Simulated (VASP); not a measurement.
# CdSe in VASP: further runs

Runs on CdSe. Level: PBE. Tasks: single point.

Program: VASP 6.6.1. These are calculated values, not measurements. Logs are shortened: lines on timing, memory, paths and dates and some standing lists are left out, and cuts for length are marked.

## (1) The cell of the first run

Symmetry: F-43m, No. 216, cubic system. The conventional cell has a = 6.186 Å, b = 6.186 Å, c = 6.186 Å, α = 90.00°, β = 90.00°, γ = 90.00°. Cd (site symmetry -43m) has 4 Se at 2.68 Å within 3.5 Å. Se (site symmetry -43m) has 4 Cd at 2.68 Å within 3.5 Å.

## (2) Single point, PBE (strained)

INCAR reads:

```
  PREC = Accurate
  ENCUT = 520
  EDIFF = 1E-6
  ISMEAR = 0
  SIGMA = 0.05
  LREAL = False
  LASPH = True
  NELM = 60
  ALGO = Normal
  ISIF = 2
  LWAVE = False
  LCHARG = False
  GGA = PE
  NBANDS = 16
```

KPOINTS reads:

```
regular mesh
0
Gamma
  10 10 10
```

POSCAR reads:

```
CdSe
1.0
    0.0000000000      3.0930219082      3.0930219082
    3.0930219082      0.0000000000      3.0930219082
    3.0930219082      3.0930219082      0.0000000000
Cd Se
1 1
Direct
    0.0000000000      0.0000000000      0.0000000000
    0.7500000000      0.7500000000      0.7500000000
```

Potentials or basis: VASP PAW PBE potentials, release 64 (Cd, Se).

Run with:

```
$ cat potpaw_PBE.64/Cd/POTCAR potpaw_PBE.64/Se/POTCAR > POTCAR
$ mpirun -np 1 vasp_std > vasp.out
```

OUTCAR:

```text
PREC = Accurate
   ENCUT = 520
   EDIFF = 1E-6
   ISMEAR = 0
   LREAL = False
   LASPH = True
   NELM = 60
   ISIF = 2
   GGA = PE

 ion  position               nearest neighbor table
   1  0.000  0.000  0.000-   2 2.68   2 2.68   2 2.68   2 2.68
   2  0.750  0.750  0.750-   1 2.68   1 2.68   1 2.68   1 2.68

  LATTYP: Found a face centered cubic cell.
 ALAT       =     6.1860438164

  Lattice vectors:

 A1 = (   0.0000000000,   3.0930219082,   3.0930219082)
 A2 = (   3.0930219082,   0.0000000000,   3.0930219082)
 A3 = (   3.0930219082,   3.0930219082,   0.0000000000)

Analysis of symmetry for initial positions (statically):
=====================================================================
 Subroutine PRICEL returns:
 Original cell was already a primitive cell.

 Routine SETGRP: Setting up the symmetry group for a
 face centered cubic supercell.

 Subroutine GETGRP returns: Found 24 space group operations
 (whereof 24 operations were pure point group operations)
 out of a pool of 48 trial point group operations.

The static configuration has the point symmetry T_d .

Analysis of symmetry for dynamics (positions and initial velocities):
=====================================================================
 Subroutine PRICEL returns:
 Original cell was already a primitive cell.

 Routine SETGRP: Setting up the symmetry group for a
 face centered cubic supercell.

 Subroutine GETGRP returns: Found 24 space group operations
 (whereof 24 operations were pure point group operations)
 out of a pool of 48 trial point group operations.

The dynamic configuration has the point symmetry T_d .

 Subroutine INISYM returns: Found 24 space group operations
 (whereof 24 operations are pure point group operations),
 and found     1 'primitive' translations

----------------------------------------------------------------------------------------

                                     Primitive cell

  volume of cell :      59.1805

  direct lattice vectors                    reciprocal lattice vectors
     0.000000000  3.093021908  3.093021908    -0.161654206  0.161654206  0.161654206
     3.093021908  0.000000000  3.093021908     0.161654206 -0.161654206  0.161654206
     3.093021908  3.093021908  0.000000000     0.161654206  0.161654206 -0.161654206

  length of vectors
     4.374193531  4.374193531  4.374193531     0.279993298  0.279993298  0.279993298

  position of ions in fractional coordinates (direct lattice)
     0.000000000  0.000000000  0.000000000
     0.750000000  0.750000000  0.750000000

  ion indices of the primitive-cell ions
   primitive index   ion index
                 1           1
                 2           2

----------------------------------------------------------------------------------------

 KPOINTS: regular mesh

Automatic generation of k-mesh.
 Grid dimensions read from file:
 generate k-points for:   10   10   10

 Generating k-lattice:

  Cartesian coordinates                     Fractional coordinates (reciprocal lattice)
    -0.016165421  0.016165421  0.016165421     0.100000000  0.000000000  0.000000000
     0.016165421 -0.016165421  0.016165421     0.000000000  0.100000000  0.000000000
     0.016165421  0.016165421 -0.016165421     0.000000000  0.000000000  0.100000000

  Length of vectors
     0.027999330  0.027999330  0.027999330

  Shift w.r.t. Gamma in fractional coordinates (k-lattice)
     0.000000000  0.000000000  0.000000000

 Subroutine IBZKPT returns following result:
 ===========================================

 Found     47 irreducible k-points:

 Following reciprocal coordinates:
            Coordinates               Weight
  0.000000  0.000000  0.000000      1.000000
  0.100000  0.000000  0.000000      8.000000
  0.200000  0.000000  0.000000      8.000000
  0.300000  0.000000  0.000000      8.000000
  0.400000  0.000000  0.000000      8.000000
  0.500000  0.000000  0.000000      4.000000
[... 16 lines left out ...]
  0.300000  0.300000  0.000000      6.000000
  0.400000  0.300000  0.000000     24.000000
 [... further k-points ...]
   k-points           NKPTS =     47   k-points in BZ     NKDIM =     47   number of bands    NBANDS=     16
   number of dos      NEDOS =    301   number of ions     NIONS =      2
   total plane-waves  NPLWV =  46656
   dimension x,y,z NGX =    36 NGY =   36 NGZ =   36
   dimension x,y,z NGXF=    72 NGYF=   72 NGZF=   72
   ions per type =               1   1
   NGX,Y,Z   is equivalent  to a cutoff of  13.68, 13.68, 13.68 a.u.
   NGXF,Y,Z  is equivalent  to a cutoff of  27.36, 27.36, 27.36 a.u.
 SYSTEM =  unknown system
   PREC   = accura    normal or accurate (medium, high low for compatibility)
   ISTART =      0    job   : 0-new  1-cont  2-samecut
   ICHARG =      2    charge: 1-file 2-atom 10-const
   ISPIN  =      1    spin polarized calculation?
   LNONCOLLINEAR =      F non collinear calculations
   LSORBIT =      F    spin-orbit coupling
   LASPH  =      T    aspherical Exc in radial PAW
   ENCUT  =  520.0 eV  38.22 Ry    6.18 a.u.   8.13  8.13  8.13*2*pi/ulx,y,z
   NELM   =     60;   NELMIN=  2; NELMDL= -5     # of ELM steps
   EDIFF  = 0.1E-05   stopping-criterion for ELM
   LREAL  =      F    real-space projection
   EDIFFG = 0.1E-04   stopping-criterion for IOM
   NSW    =      0    number of steps for IOM
   IBRION =     -1    ionic relax: 0-MD 1-quasi-New 2-CG
   NFREE  =      0    steps in history (QN), initial steepest desc. (CG)
   ISIF   =      2    stress and relaxation
   ISYM   =      2    0-nonsym 1-usesym 2-fastsym
   POTIM  = 0.5000    time-step for ionic-motion
   TEBEG  =    0.0;   TEEND  =   0.0 temperature during run
   PSTRESS=    0.0 pullay stress
   NELECT =      18.0000    total number of electrons
   NUPDOWN=      -1.0000    fix difference up-down
   EMIN   =  10.00;   EMAX   =-10.00  energy-range for DOS
   EFERMI =   0.00;   METHOD = LEGACY
   ISMEAR =     0;   SIGMA  =   0.05  broadening in eV -4-tet -1-fermi 0-gaus
   EFERMI_NEDOS =   21; number of points for ismear=-14 and -15
   IALGO  =     38    algorithm
   IMIX   =      4    mixing-type and parameters
     AMIX     =   0.40;   BMIX     =  1.00
     AMIX_MAG =   1.60;   BMIX_MAG =  1.00
  volume/ion in A,a.u.               =      29.59       199.69
  Fermi-wavevector in a.u.,A,eV,Ry     =   1.100963  2.080518 16.491883  1.212119
  Thomas-Fermi vector in A             =   2.237382
   LORBIT       =      0    0 simple, 1 ext, 2 COOP (PROOUT), +10 PAW based schemes
   GGA     = PE    functional components
   LHFCALC =     F    Hartree Fock is set to
   AEXX    =    0.0000 exact exchange contribution
   IVDW    =     0    specifies the selected vdW correction
   LEPSILON=     F    determine dielectric tensor
   LRPA    =     F    only Hartree local field effects (RPA)
 non-spin polarized calculation
 Gauss-broadening in eV      SIGMA  =   0.05
  energy-cutoff  :      520.00
  volume of cell :       59.18
 maximum number of plane-waves:      1639
 NGX is ok and might be reduce to    36
   NGX = 17   NGY = 17   NGZ = 17

 number of electron      17.9999999 magnetization

 Free energy of the ion-electron system (eV)
  ---------------------------------------------------
  ext. energy  EPLUGINS =         0.00000000
  ---------------------------------------------------
  free energy    TOTEN  =        -5.49923736 eV

  energy without entropy =       -5.49923736  energy(sigma->0) =       -5.49923736

 E-fermi :   0.7550     XC(G=0):  -8.6573

 val. band max:        0.5511000763   @ k =   0.0000   0.0000   0.0000
 cond. band min:       1.0548190432   @ k =   0.0000   0.0000   0.0000
 fundamental gap:      0.5037189669
 Fermi energy:         0.7550428254

 k-point     1 :       0.0000    0.0000    0.0000
  band No.  band energies     occupation
      1     -11.7709      2.00000
      2      -7.2247      2.00000
      3      -7.2247      2.00000
      4      -7.2247      2.00000
      5      -6.9023      2.00000
      6      -6.9023      2.00000
[... 8 lines left out ...]
     15      11.5342      0.00000
     16      11.5342      0.00000

 k-point     2 :       0.1000    0.0000    0.0000
  band No.  band energies     occupation
      1     -11.7400      2.00000
      2      -7.2149      2.00000
      3      -7.2149      2.00000
      4      -7.1961      2.00000
      5      -6.9028      2.00000
      6      -6.9028      2.00000
[... 8 lines left out ...]
     15      10.9608      0.00000
     16      10.9608      0.00000

 k-point     3 :       0.2000    0.0000    0.0000
  band No.  band energies     occupation
      1     -11.6583      2.00000
      2      -7.1908      2.00000
      3      -7.1908      2.00000
      4      -7.1038      2.00000
      5      -6.9023      2.00000
      6      -6.9023      2.00000
[... 8 lines left out ...]
     15      10.5367      0.00000
     16      10.8344      0.00000

 k-point     4 :       0.3000    0.0000    0.0000
  band No.  band energies     occupation
      1     -11.5563      2.00000
      2      -7.1650      2.00000
      3      -7.1650      2.00000
      4      -6.9411      2.00000
      5      -6.8966      2.00000
      6      -6.8966      2.00000
[... 8 lines left out ...]
     15      10.7772      0.00000
     16      10.7772      0.00000
[... 324 lines left out ...]
 k-point    22 :      -0.2000    0.2000    0.0000
  band No.  band energies     occupation
      1     -11.5220      2.00000
      2      -7.1502      2.00000
      3      -7.1371      2.00000
      4      -6.9447      2.00000
      5      -6.9142      2.00000
      6      -6.8460      2.00000
[... 8 lines left out ...]
     15      11.6399      0.00000
     16      12.7370      0.00000

 k-point    23 :       0.3000    0.3000    0.0000
  band No.  band energies     occupation
      1     -11.4870      2.00000
      2      -7.0845      2.00000
      3      -7.0845      2.00000
      4      -7.0449      2.00000
      5      -6.8693      2.00000
      6      -6.8579      2.00000
[... 8 lines left out ...]
     15      12.2592      0.00000
     16      14.1403      0.00000

 k-point    24 :       0.4000    0.3000    0.0000
  band No.  band energies     occupation
      1     -11.4223      2.00000
      2      -7.0768      2.00000
      3      -7.0567      2.00000
      4      -7.0107      2.00000
      5      -6.8641      2.00000
      6      -6.7491      2.00000
[... 8 lines left out ...]
     15      12.6386      0.00000
     16      13.9397      0.00000

 [... further k-points ...]

------------------------ aborting loop because EDIFF is reached ----------------------------------------

  FORCE on cell =-STRESS in cart. coord.  units (eV):
  Direction    XX          YY          ZZ          XY          YZ          ZX
  --------------------------------------------------------------------------------------
  -------------------------------------------------------------------------------------
  Total        0.1745923      0.1745923      0.1745923      0.0000000      0.0000000      0.0000000
  in kB        4.7266861      4.7266861      4.7266861      0.0000000      0.0000000      0.0000000
  external PRESSURE =       4.7266861 kB  Pullay stress =       0.0000000 kB

 VOLUME and BASIS-vectors are now :
 -----------------------------------------------------------------------------
  energy-cutoff  :      520.00
  volume of cell :       59.18
      direct lattice vectors                 reciprocal lattice vectors
     0.000000000  3.093021908  3.093021908    -0.161654206  0.161654206  0.161654206
     3.093021908  0.000000000  3.093021908     0.161654206 -0.161654206  0.161654206
     3.093021908  3.093021908  0.000000000     0.161654206  0.161654206 -0.161654206

 POSITION                                       TOTAL-FORCE (eV/Angst)
 -----------------------------------------------------------------------------------
      0.00000      0.00000      0.00000         0.000000      0.000000      0.000000
      4.63953      4.63953      4.63953        -0.000000     -0.000000     -0.000000
 -----------------------------------------------------------------------------------
    total drift:                                0.000000      0.000000      0.000000

  FREE ENERGIE OF THE ION-ELECTRON SYSTEM (eV)
  ---------------------------------------------------
  free  energy   TOTEN  =        -5.4992373588 eV

  energy  without entropy=       -5.4992373588  energy(sigma->0) =       -5.49923736
```

Run time: 35 s. Hardware: 1 thread of Intel Xeon Platinum 8488C (Sapphire Rapids), shared host; peak memory 0.22 GiB.

What came out:

- Free energy: -5.4992 eV
- Pressure: 0.5 GPa
- Band gap on the k mesh: 0.50 eV

Caveat: the cell differs from its parent crystal (strained).

[end of part 1 of 2]
